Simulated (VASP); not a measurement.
Crystal: SmHfW.

```xyz
3
Lattice="4.9740 0.0000 0.0000 -2.4870 4.3076 0.0000 0.0000 0.0000 3.1734" Properties=species:S:1:pos:R:3 pbc="T T T"
Sm    0.0000    0.0000    0.0000
Hf    0.0000    2.8718    1.5867
W     2.4870    1.4359    1.5867
```

The cell was built from a structure type or drawn by symmetry, and may not be a known phase.

| Item | Value |
| --- | --- |
| Program | VASP 6.6.1 |
| Task | relaxation of cell and atoms |
| Functional | PBE |
| Potentials or basis | VASP PAW PBE potentials, release 64 (Sm_3, Hf_pv, W_sv), 4f in core |
| Cutoff | 500 eV |
| k mesh | 6 × 6 × 6 |
| Occupations | gaussian, width 0.1 eV |
| Spin | no spin polarisation |

At the start: pressure 0.5 GPa; volume 22.67 Å³/atom.

Q: How do energy, volume and symmetry change on relaxing?

A: Over 4 steps the energy falls by 2.0 meV/atom and the volume is 22.71 Å³/atom (+0.2 %); space group P-6m2 (No. 187, to 0.1 Å) before and after.

The path:
| step | energy change (eV) | largest force (eV/Å) | pressure (GPa) | volume (Å³) |
| --- | --- | --- | --- | --- |
| 1 | 0.0000 | 0.0000 | 0.54 | 68.00 |
| 2 | -0.0039 | 0.0000 | -0.81 | 68.74 |
| 3 | -0.0040 | 0.0000 | -0.60 | 68.63 |
| 4 | -0.0061 | 0.0000 | 0.02 | 68.13 |

Final structure:
```cif
data_structure
_symmetry_space_group_name_H-M 'P 1'
_symmetry_Int_Tables_number 1
_cell_length_a 5.0138
_cell_length_b 5.0138
_cell_length_c 3.1296
_cell_angle_alpha 90.000
_cell_angle_beta 90.000
_cell_angle_gamma 120.000
_cell_volume 68.13
loop_
_atom_site_label
_atom_site_type_symbol
_atom_site_fract_x
_atom_site_fract_y
_atom_site_fract_z
_atom_site_occupancy
Sm1 Sm 0.00000 0.00000 0.00000 1
Hf1 Hf 0.33333 0.66667 0.50000 1
W1 W 0.66667 0.33333 0.50000 1
```
